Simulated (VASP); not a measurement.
# TePb (Fm-3m) in VASP: density of states with PBE

Aim: the density of states of TePb with PBE.

All numbers are computed with VASP 6.6.1; they aren't measurements. Logs are shortened: lines on timing, memory, paths and dates and some standing lists are left out, and cuts for length are marked.

### Step 1. The cell of the first run

The structure is cubic, space group Fm-3m (No. 225). The conventional cell has a = 6.561 Å, b = 6.561 Å, c = 6.561 Å, α = 90.00°, β = 90.00°, γ = 90.00°. Within 4.3 Å of Pb (site symmetry m-3m) lie 6 Te at 3.28 Å. Te (site symmetry m-3m) has 6 Pb at 3.28 Å within 4.3 Å.

### Step 2. Density of states, PBE, non-collinear spin, zero start, spin-orbit coupling

POSCAR

```
TePb
1.0
    0.0000000000      3.2803826274      3.2803826274
    3.2803826274      0.0000000000      3.2803826274
    3.2803826274      3.2803826274      0.0000000000
Pb Te
1 1
Direct
    0.5000000000      0.5000000000      0.5000000000
    0.0000000000      0.0000000000      0.0000000000
```

INCAR.step1

```
  PREC = Accurate
  ENCUT = 520
  EDIFF = 1E-6
  ISMEAR = 0
  SIGMA = 0.05
  LREAL = F
  LASPH = T
  NELM = 150
  ALGO = Normal
  ISIF = 2
  LWAVE = F
  LCHARG = T
  MAGMOM = 0 0 0 0 0 0
  LSORBIT = T
  GGA_COMPAT = F
  LORBMOM = T
  GGA = PE
  NBANDS = 32
```

KPOINTS.step1

```
Automatic mesh
0
Gamma
  6 6 6
```

INCAR.step2

```
  PREC = Accurate
  ENCUT = 520
  EDIFF = 1E-6
  ISMEAR = -5
  SIGMA = 0.05
  LREAL = F
  LASPH = T
  NELM = 150
  ALGO = Normal
  ISIF = 2
  LWAVE = F
  LCHARG = F
  MAGMOM = 0 0 0 0 0 0
  LORBIT = 10
  LSORBIT = T
  GGA_COMPAT = F
  LORBMOM = T
  GGA = PE
  NEDOS = 2001
  ICHARG = 11
```

KPOINTS.step2

```
Automatic mesh
0
Gamma
  9 9 9
```

Potentials or basis: VASP PAW PBE potentials, release 64 (Pb_d, Te).

Command:

```console
$ cat potpaw_PBE.64/Pb_d/POTCAR potpaw_PBE.64/Te/POTCAR > POTCAR
$ cp INCAR.step1 INCAR
$ cp KPOINTS.step1 KPOINTS
$ mpirun -np 1 vasp_ncl > vasp.out
$ cp INCAR.step2 INCAR
$ cp KPOINTS.step2 KPOINTS
$ mpirun -np 1 vasp_ncl > vasp.out
```

OUTCAR:

```text
PREC = Accurate
   ENCUT = 520
   EDIFF = 1E-6
   ISMEAR = -5
   LREAL = F
   LASPH = T
   NELM = 150
   ISIF = 2
   LORBIT = 10
   LSORBIT = T
   GGA = PE
   ICHARG = 11

 ion  position               nearest neighbor table
   1  0.500  0.500  0.500-   2 3.28   2 3.28   2 3.28   2 3.28   2 3.28   2 3.28
   2  0.000  0.000  0.000-   1 3.28   1 3.28   1 3.28   1 3.28   1 3.28   1 3.28

  LATTYP: Found a face centered cubic cell.
 ALAT       =     6.5607652548

  Lattice vectors:

 A1 = (   0.0000000000,   3.2803826274,   3.2803826274)
 A2 = (   3.2803826274,   0.0000000000,   3.2803826274)
 A3 = (   3.2803826274,   3.2803826274,   0.0000000000)

Analysis of symmetry for initial positions (statically):
=====================================================================
 Subroutine PRICEL returns:
 Original cell was already a primitive cell.

 Routine SETGRP: Setting up the symmetry group for a
 face centered cubic supercell.

 Subroutine GETGRP returns: Found 48 space group operations
 (whereof 48 operations were pure point group operations)
 out of a pool of 48 trial point group operations.

The static configuration has the point symmetry O_h .

Analysis of symmetry for dynamics (positions and initial velocities):
=====================================================================
 Subroutine PRICEL returns:
 Original cell was already a primitive cell.

 Routine SETGRP: Setting up the symmetry group for a
 face centered cubic supercell.

 Subroutine GETGRP returns: Found 48 space group operations
 (whereof 48 operations were pure point group operations)
 out of a pool of 48 trial point group operations.

The dynamic configuration has the point symmetry O_h .

Analysis of structural, dynamic, and magnetic symmetry:
=====================================================================
 Subroutine PRICEL returns:
 Original cell was already a primitive cell.

 Routine SETGRP: Setting up the symmetry group for a
 face centered cubic supercell.

 Subroutine GETGRP returns: Found 48 space group operations
 (whereof 48 operations were pure point group operations)
 out of a pool of 48 trial point group operations.

The overall configuration has the point symmetry O_h .

 Subroutine INISYM returns: Found 48 space group operations
 (whereof 48 operations are pure point group operations),
 and found     1 'primitive' translations

----------------------------------------------------------------------------------------

                                     Primitive cell

  volume of cell :      70.5998

  direct lattice vectors                    reciprocal lattice vectors
     0.000000000  3.280382627  3.280382627    -0.152421244  0.152421244  0.152421244
     3.280382627  0.000000000  3.280382627     0.152421244 -0.152421244  0.152421244
     3.280382627  3.280382627  0.000000000     0.152421244  0.152421244 -0.152421244

  length of vectors
     4.639161601  4.639161601  4.639161601     0.264001338  0.264001338  0.264001338

  position of ions in fractional coordinates (direct lattice)
     0.500000000  0.500000000  0.500000000
     0.000000000  0.000000000  0.000000000

  ion indices of the primitive-cell ions
   primitive index   ion index
                 1           1
                 2           2

----------------------------------------------------------------------------------------

 KPOINTS: Automatic mesh

Automatic generation of k-mesh.
 Grid dimensions read from file:
 generate k-points for:    9    9    9

 Generating k-lattice:

  Cartesian coordinates                     Fractional coordinates (reciprocal lattice)
    -0.016935694  0.016935694  0.016935694     0.111111111  0.000000000  0.000000000
[... 92 lines left out ...]
 Fermi weights with tetrahedron method with Bloechl corrections
  energy-cutoff  :      520.00
  volume of cell :       70.60
 maximum number of plane-waves:      3864

 number of electron      20.0000000 magnetization       0.0000000      0.0000000     -0.0000000

 Free energy of the ion-electron system (eV)
  ---------------------------------------------------
  ext. energy  EPLUGINS =         0.00000000
  ---------------------------------------------------
  free energy    TOTEN  =        -8.05473361 eV

  energy without entropy =       -8.05473361  energy(sigma->0) =       -8.05473361

 E-fermi :   5.0487     XC(G=0):  -9.0897

 val. band max:        5.0447361680   @ k =   0.4444   0.0000   0.0000
 cond. band min:       5.3502465628   @ k =   0.4444   0.0000   0.0000
 fundamental gap:      0.3055103949
 Fermi energy:         5.0487158764

 k-point     1 :       0.0000    0.0000    0.0000
  band No.  band energies     occupation
      1     -13.0371      1.00000
      2     -13.0371      1.00000
      3     -13.0371      1.00000
      4     -13.0371      1.00000
      5     -10.4815      1.00000
      6     -10.4815      1.00000
[... 733 lines left out ...]
     27      11.1785      0.00000
     28      11.1785      0.00000

 [... further k-points ...]

------------------------ aborting loop because EDIFF is reached ----------------------------------------

  FORCE on cell =-STRESS in cart. coord.  units (eV):
  Direction    XX          YY          ZZ          XY          YZ          ZX
  --------------------------------------------------------------------------------------
  -------------------------------------------------------------------------------------
  Total        0.1227317      0.1227317      0.1227317      0.0000000      0.0000000     -0.0000000
  in kB        2.7852467      2.7852467      2.7852467      0.0000000      0.0000000     -0.0000000
  external PRESSURE =       2.7852467 kB  Pullay stress =       0.0000000 kB

 VOLUME and BASIS-vectors are now :
 -----------------------------------------------------------------------------
  energy-cutoff  :      520.00
  volume of cell :       70.60
      direct lattice vectors                 reciprocal lattice vectors
     0.000000000  3.280382627  3.280382627    -0.152421244  0.152421244  0.152421244
     3.280382627  0.000000000  3.280382627     0.152421244 -0.152421244  0.152421244
     3.280382627  3.280382627  0.000000000     0.152421244  0.152421244 -0.152421244

 POSITION                                       TOTAL-FORCE (eV/Angst)
 -----------------------------------------------------------------------------------
      3.28038      3.28038      3.28038        -0.000000     -0.000000     -0.000000
      0.00000      0.00000      0.00000         0.000000      0.000000      0.000000
 -----------------------------------------------------------------------------------
    total drift:                                0.000000      0.000000      0.000000

  FREE ENERGIE OF THE ION-ELECTRON SYSTEM (eV)
  ---------------------------------------------------
  free  energy   TOTEN  =        -8.0547336113 eV

  energy  without entropy=       -8.0547336113  energy(sigma->0) =       -8.05473361

 orbital moment (x)

 # of ion     p       d       tot
 ----------------------------------------
  1         0.000   0.000   0.000
  2        -0.000  -0.000  -0.000
 ----------------------------------------
           -0.000   0.000  -0.000

 orbital moment (y)

 # of ion     p       d       tot
 ----------------------------------------
  1        -0.000  -0.000  -0.000
  2         0.000  -0.000   0.000
 ----------------------------------------
            0.000  -0.000   0.000

 orbital moment (z)

 # of ion     p       d       tot
 ----------------------------------------
  1        -0.000  -0.000  -0.000
  2         0.000   0.000   0.000
 ----------------------------------------
           -0.000  -0.000  -0.000

 Spin-Orbit-Coupling matrix elements

 Ion:    1  E_soc:     -0.8968945
 l=   1
     0.0000000    -0.0822857    -0.0822857
    -0.0822857     0.0000000    -0.0822857
    -0.0822857    -0.0822857     0.0000000
 l=   2
     0.0000000    -0.0134366     0.0000000    -0.0134366    -0.0537601
    -0.0134366     0.0000000    -0.0403201    -0.0134366    -0.0134400
     0.0000000    -0.0403201     0.0000000    -0.0403201     0.0000000
    -0.0134366    -0.0134366    -0.0403201     0.0000000    -0.0134400
    -0.0537601    -0.0134400     0.0000000    -0.0134400     0.0000000
 l=   3
     0.0000000     0.0000000     0.0000000     0.0000000     0.0000000     0.0000000     0.0000000
     0.0000000     0.0000000     0.0000000     0.0000000     0.0000000     0.0000000     0.0000000
     0.0000000     0.0000000     0.0000000     0.0000000     0.0000000     0.0000000     0.0000000
     0.0000000     0.0000000     0.0000000     0.0000000     0.0000000     0.0000000     0.0000000
     0.0000000     0.0000000     0.0000000     0.0000000     0.0000000     0.0000000     0.0000000
     0.0000000     0.0000000     0.0000000     0.0000000     0.0000000     0.0000000     0.0000000
     0.0000000     0.0000000     0.0000000     0.0000000     0.0000000     0.0000000     0.0000000

 Ion:    2  E_soc:     -0.2177560
 l=   1
     0.0000000    -0.0363288    -0.0363288
    -0.0363288     0.0000000    -0.0363288
    -0.0363288    -0.0363288     0.0000000
 l=   2
     0.0000000    -0.0000087     0.0000000    -0.0000087     0.0000448
    -0.0000087     0.0000000     0.0000336    -0.0000087     0.0000112
     0.0000000     0.0000336     0.0000000     0.0000336     0.0000000
    -0.0000087    -0.0000087     0.0000336     0.0000000     0.0000112
     0.0000448     0.0000112     0.0000000     0.0000112     0.0000000
 l=   3
     0.0000000     0.0000000     0.0000000     0.0000000     0.0000000     0.0000000     0.0000000
     0.0000000     0.0000000     0.0000000     0.0000000     0.0000000     0.0000000     0.0000000
     0.0000000     0.0000000     0.0000000     0.0000000     0.0000000     0.0000000     0.0000000
     0.0000000     0.0000000     0.0000000     0.0000000     0.0000000     0.0000000     0.0000000
     0.0000000     0.0000000     0.0000000     0.0000000     0.0000000     0.0000000     0.0000000
     0.0000000     0.0000000     0.0000000     0.0000000     0.0000000     0.0000000     0.0000000
     0.0000000     0.0000000     0.0000000     0.0000000     0.0000000     0.0000000     0.0000000

 total charge

# of ion       s       p       d       tot
------------------------------------------
    1        1.453   0.582   9.831  11.866
    2        1.377   1.976   0.016   3.369
--------------------------------------------------
tot          2.830   2.558   9.847  15.235

 magnetization (x)

# of ion       s       p       d       tot
------------------------------------------
    1        0.000  -0.000   0.000  -0.000
    2        0.000   0.000  -0.000   0.000
--------------------------------------------------
tot          0.000  -0.000   0.000   0.000

 magnetization (y)

# of ion       s       p       d       tot
------------------------------------------
    1       -0.000   0.000   0.000  -0.000
    2        0.000  -0.000   0.000   0.000
--------------------------------------------------
tot          0.000  -0.000   0.000   0.000

 magnetization (z)

# of ion       s       p       d       tot
------------------------------------------
    1        0.000  -0.000  -0.000   0.000
    2        0.000   0.000  -0.000   0.000
--------------------------------------------------
tot          0.000  -0.000  -0.000   0.000
```

It took 1.9 min on 1 thread of Intel Xeon 6975P-C (Granite Rapids), shared host; peak memory 0.42 GiB.

Results:

| Property | Result |
| --- | --- |
| Net moment | 0.00 μB per cell |
| Valence electrons inside the program's atomic spheres | Pb 11.87; Te 3.37 |

Moments on the atoms (μB; x, y, z):
```
Pb  0.00 0.00 0.00
Te  0.00 0.00 0.00
```
